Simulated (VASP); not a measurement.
# LiMgBN2 (I-4m2) in VASP: notebook

Runs on LiMgBN2. Level: PBE+U. Tasks: single point.

Everything below comes from runs of VASP 6.6.1. Logs are shortened: lines on timing, memory, paths and dates and some standing lists are left out, and cuts for length are marked.

## (1) The cell of the first run

It takes space group I-4m2 (No. 119, tetragonal). The conventional cell has a = 3.761 Å, b = 3.761 Å, c = 8.752 Å, α = 90.00°, β = 90.00°, γ = 90.00°. Li (site symmetry -4m2) has 4 N at 2.07 Å and 4 Mg at 2.66 Å within 2.7 Å. Mg (site symmetry -4m2) has 4 N at 2.07 Å and 4 Li at 2.66 Å within 2.7 Å. B (site symmetry -4m2) has 2 N at 1.32 Å within 1.8 Å. Within 1.8 Å of N (site symmetry 2mm) lie 1 B at 1.32 Å.

## (2) Single point, PBE+U

The input, INCAR:

```
ALGO = Normal ; EDIFF = 1E-6
ENCUT = 750 ; GGA = PE
GGA_COMPAT = F ; ISIF = 2
ISMEAR = 0 ; LASPH = T
LCHARG = F ; LDAU = T
LDAUJ = 0 0 0 0 ; LDAUL = -1 -1 -1 1
LDAUPRINT = 1 ; LDAUTYPE = 2
LDAUU = 0 0 0 7.5 ; LREAL = F
LWAVE = F ; NBANDS = 17
NELM = 200 ; PREC = Accurate
SIGMA = 0.1
```

The input, KPOINTS:

```
k-points
0
Gamma
  2 2 2
```

The input, POSCAR:

```
LiMgBN2
1.0
   -1.8805704123      1.8805704123      4.3758436073
    1.8805704123     -1.8805704123      4.3758436073
    1.8805704123      1.8805704123     -4.3758436073
Li Mg B N
1 1 1 2
Direct
    0.2500000000      0.7500000000      0.5000000000
    0.7500000000      0.2500000000      0.5000000000
    0.5000000000      0.5000000000      0.0000000000
    0.6512635000      0.6512635000      0.0000000000
    0.3487365000      0.3487365000      0.0000000000
```

Potentials or basis: VASP PAW PBE potentials, release 64 (Li_sv, Mg, B, N).

Run with:

```bash
$ cat potpaw_PBE.64/Li_sv/POTCAR potpaw_PBE.64/Mg/POTCAR potpaw_PBE.64/B/POTCAR potpaw_PBE.64/N/POTCAR > POTCAR
$ mpirun -np 1 vasp_std > vasp.out
```

OUTCAR:

```text
EDIFF = 1E-6
   ENCUT = 750
   GGA = PE
   ISIF = 2
   ISMEAR = 0
   LASPH = T
   LREAL = F
   NELM = 200
   PREC = Accurate

 ion  position               nearest neighbor table
   1  0.250  0.750  0.500-   5 2.07   4 2.07   5 2.07   4 2.07   2 2.66   2 2.66   2 2.66   2 2.66

   2  0.750  0.250  0.500-   5 2.07   4 2.07   5 2.07   4 2.07   1 2.66   1 2.66   1 2.66   1 2.66
                             3 2.89   3 2.89   3 2.89   3 2.89
   3  0.500  0.500  0.000-   4 1.32   5 1.32   2 2.89   2 2.89   2 2.89   2 2.89
   4  0.651  0.651  0.000-   3 1.32   2 2.07   1 2.07   1 2.07   2 2.07
   5  0.349  0.349  0.000-   3 1.32   2 2.07   1 2.07   1 2.07   2 2.07

  LATTYP: Found a body centered tetragonal cell.
 ALAT       =     3.7611408246
 C/A-ratio  =     2.3268703893

  Lattice vectors:

 A1 = (  -1.8805704123,   1.8805704123,   4.3758436073)
 A2 = (   1.8805704123,  -1.8805704123,   4.3758436073)
 A3 = (   1.8805704123,   1.8805704123,  -4.3758436073)

Analysis of symmetry for initial positions (statically):
=====================================================================
 Subroutine PRICEL returns:
 Original cell was already a primitive cell.

 Routine SETGRP: Setting up the symmetry group for a
 body centered tetragonal supercell.

 Subroutine GETGRP returns: Found  8 space group operations
 (whereof  8 operations were pure point group operations)
 out of a pool of 16 trial point group operations.

The static configuration has the point symmetry D_2d.

Analysis of symmetry for dynamics (positions and initial velocities):
=====================================================================
 Subroutine PRICEL returns:
 Original cell was already a primitive cell.

 Routine SETGRP: Setting up the symmetry group for a
 body centered tetragonal supercell.

 Subroutine GETGRP returns: Found  8 space group operations
 (whereof  8 operations were pure point group operations)
 out of a pool of 16 trial point group operations.

The dynamic configuration has the point symmetry D_2d.

 Subroutine INISYM returns: Found  8 space group operations
 (whereof  8 operations are pure point group operations),
 and found     1 'primitive' translations

----------------------------------------------------------------------------------------

                                     Primitive cell

[... 81 lines left out ...]
   ISIF   =      2    stress and relaxation
   ISYM   =      2    0-nonsym 1-usesym 2-fastsym
   POTIM  = 0.5000    time-step for ionic-motion
   TEBEG  =    0.0;   TEEND  =   0.0 temperature during run
   PSTRESS=    0.0 pullay stress
   NELECT =      18.0000    total number of electrons
   NUPDOWN=      -1.0000    fix difference up-down
   EMIN   =  10.00;   EMAX   =-10.00  energy-range for DOS
   EFERMI =   0.00;   METHOD = LEGACY
   ISMEAR =     0;   SIGMA  =   0.10  broadening in eV -4-tet -1-fermi 0-gaus
   EFERMI_NEDOS =   21; number of points for ismear=-14 and -15
   IALGO  =     38    algorithm
   IMIX   =      4    mixing-type and parameters
     AMIX     =   0.40;   BMIX     =  1.00
     AMIX_MAG =   1.60;   BMIX_MAG =  1.00
  volume/ion in A,a.u.               =      12.38        83.55
  Fermi-wavevector in a.u.,A,eV,Ry     =   1.084589  2.049577 16.004997  1.176334
  Thomas-Fermi vector in A             =   2.220683
   LORBIT       =      0    0 simple, 1 ext, 2 COOP (PROOUT), +10 PAW based schemes
 LDA+U is selected, type is set to LDAUTYPE =  2
   angular momentum for each species LDAUL =    -1   -1   -1    1
   U (eV)           for each species LDAUU =   0.0  0.0  0.0  7.5
   J (eV)           for each species LDAUJ =   0.0  0.0  0.0  0.0
   GGA     = PE    functional components
   LHFCALC =     F    Hartree Fock is set to
   AEXX    =    0.0000 exact exchange contribution
   IVDW    =     0    specifies the selected vdW correction
   LEPSILON=     F    determine dielectric tensor
   LRPA    =     F    only Hartree local field effects (RPA)
 non-spin polarized calculation
 Gauss-broadening in eV      SIGMA  =   0.10
  energy-cutoff  :      750.00
  volume of cell :       61.90
 maximum number of plane-waves:      2935
 NGX is ok and might be reduce to    48
   NGX = 23   NGY = 23   NGZ = 23

 number of electron      17.9999999 magnetization

 Free energy of the ion-electron system (eV)
  ---------------------------------------------------
  ext. energy  EPLUGINS =         0.00000000
  ---------------------------------------------------
  free energy    TOTEN  =       -20.32919683 eV

  energy without entropy =      -20.32919683  energy(sigma->0) =      -20.32919683

 E-fermi :   1.9440     XC(G=0):  -8.6931

 val. band max:        1.3844961882   @ k =   0.5000   0.5000   0.5000
 cond. band min:       3.8599928298   @ k =   0.0000   0.0000   0.0000
 fundamental gap:      2.4754966416
 Fermi energy:         1.9440450544

 k-point     1 :       0.0000    0.0000    0.0000
  band No.  band energies     occupation
      1     -42.2948      2.00000
      2     -13.4667      2.00000
      3     -12.4205      2.00000
      4      -3.6564      2.00000
      5      -1.3798      2.00000
      6      -0.8864      2.00000
[... 57 lines left out ...]
      4      -2.8915      2.00000
      5      -2.5151      2.00000
      6      -1.7218      2.00000
[... 9 lines left out ...]
     16      13.5945      0.00000
     17      13.9559      0.00000

------------------------ aborting loop because EDIFF is reached ----------------------------------------

  FORCE on cell =-STRESS in cart. coord.  units (eV):
  Direction    XX          YY          ZZ          XY          YZ          ZX
  --------------------------------------------------------------------------------------
  -------------------------------------------------------------------------------------
  Total        1.6453951      1.6453951      4.0856960      0.0000000      0.0000000      0.0000000
  in kB       42.5872701     42.5872701    105.7488490      0.0000000      0.0000000      0.0000000
  external PRESSURE =      63.6411297 kB  Pullay stress =       0.0000000 kB

 VOLUME and BASIS-vectors are now :
 -----------------------------------------------------------------------------
  energy-cutoff  :      750.00
  volume of cell :       61.90
      direct lattice vectors                 reciprocal lattice vectors
    -1.880570412  1.880570412  4.375843607     0.000000000  0.265876777  0.114263681
     1.880570412 -1.880570412  4.375843607     0.265876777  0.000000000  0.114263681
     1.880570412  1.880570412 -4.375843607     0.265876777  0.265876777  0.000000000

 POSITION                                       TOTAL-FORCE (eV/Angst)
 -----------------------------------------------------------------------------------
      1.88057      0.00000      2.18792         0.000000     -0.000000      0.000000
      0.00000      1.88057      2.18792         0.000000     -0.000000      0.000000
      0.00000      0.00000      4.37584         0.000000     -0.000000      0.000000
      0.00000      0.00000      5.69965        -0.000000      0.000000      1.223371
      0.00000      0.00000      3.05203        -0.000000      0.000000     -1.223371
 -----------------------------------------------------------------------------------
    total drift:                               -0.000000      0.000000     -0.000000

  FREE ENERGIE OF THE ION-ELECTRON SYSTEM (eV)
  ---------------------------------------------------
  free  energy   TOTEN  =       -20.3291968348 eV

  energy  without entropy=      -20.3291968348  energy(sigma->0) =      -20.32919683
```

stdout:

```text
POSCAR found type information on POSCAR LiMgB N
 POSCAR found :  4 types and       5 ions
 scaLAPACK will be used
 LDA part: xc-table for (Slater+PW92), standard interpolation
 POSCAR, INCAR and KPOINTS ok, starting setup
 FFT: planning ... GRIDC
 FFT: planning ... GRID_SOFT
 FFT: planning ... GRID
 WAVECAR not read
 entering main loop
```

Run time: 28 s. Hardware: 1 thread of AMD EPYC 7R43 (Zen 3), shared host; peak memory 0.29 GiB.

Results:

- Free energy: -20.3292 eV
- Pressure: 6.4 GPa
- Largest force: 1.223 eV/Å
- Band gap on the k mesh: 2.48 eV (least direct gap 3.38 eV)

Forces on the atoms (eV/Å):
```
Li   0.000  0.000  0.000
Mg   0.000  0.000  0.000
B    0.000  0.000  0.000
N    0.000  0.000  1.223
N    0.000  0.000 -1.223
```

Caveat: the k points lie up to 0.91 Å⁻¹ apart; forces of over 1 eV/Å act on the atoms, so gaps and moduli don't describe the material at rest.

## (3) Single point, PBE+U

This run uses another cell than the first one, of 12.96 Å³/atom.

The input, INCAR:

```
SYSTEM = LiMgBN2
PREC = Accurate
ENCUT = 750
EDIFF = 1E-6
ISMEAR = -5
SIGMA = 0.1
LREAL = .False.
LASPH = .True.
NELM = 200
ALGO = Normal
ISIF = 2
LWAVE = .False.
LCHARG = .False.
LDAU = .True.
LDAUTYPE = 2
LDAUL = -1 -1 -1 1
LDAUU = 0 0 0 2.7
LDAUJ = 0 0 0 0
LDAUPRINT = 1
GGA = PE
NBANDS = 17
GGA_COMPAT = .False.
```

The input, KPOINTS:

```
regular mesh
0
Gamma
  2 2 3
  0 0 0
```

Edit POSCAR of step 2 so:

```diff
@@ -2,5 +2,5 @@
 1.0
-   -1.8805704123      1.8805704123      4.3758436073
-    1.8805704123     -1.8805704123      4.3758436073
-    1.8805704123      1.8805704123     -4.3758436073
+   -1.9096560000      1.9096560000      4.4435220000
+    1.9096560000     -1.9096560000      4.4435220000
+    1.9096560000      1.9096560000     -4.4435220000
 Li Mg B N
```

Potentials or basis: VASP PAW PBE potentials, release 64 (Li_sv, Mg, B, N).

Run with:

```bash
$ cat potpaw_PBE.64/Li_sv/POTCAR potpaw_PBE.64/Mg/POTCAR potpaw_PBE.64/B/POTCAR potpaw_PBE.64/N/POTCAR > POTCAR
$ mpirun -np 1 vasp_std > vasp.out
```

It took 34 s on 1 thread of AMD EPYC 7R43 (Zen 3), shared host; peak memory 0.29 GiB.

The run converged. Its results:

- Free energy: -27.5662 eV
- Pressure: 0.0 GPa
- Largest force: 0.124 eV/Å
- Band gap on the k mesh: 2.64 eV (least direct gap 3.90 eV)

Forces in eV/Å, atoms in the order of the input:
```
Li   0.000  0.000  0.000
Mg   0.000  0.000  0.000
B    0.000  0.000  0.000
N    0.000  0.000  0.124
N    0.000  0.000 -0.124
```

Stress tensor (GPa, compression positive):
```
-0.37  0.00  0.00
 0.00 -0.37  0.00
 0.00  0.00  0.84
```

Levels at points of the mesh, in eV from the valence-band top:
```
           k point  band 7  band 8  band 9  band 10  band 11  band 12
(0.00, 0.00, 0.00)   -2.02   -1.26   -1.26     2.64     6.11     7.92
(0.50, 0.00, 0.00)   -2.27   -1.02   -0.52     5.40     5.77     7.15
(0.50, 0.50, 0.00)   -2.87   -1.82   -0.33     5.15     5.71     6.80
```

Caveat: the k points lie up to 0.78 Å⁻¹ apart; an odd mesh through Γ misses points on the zone boundary, where band edges can lie.
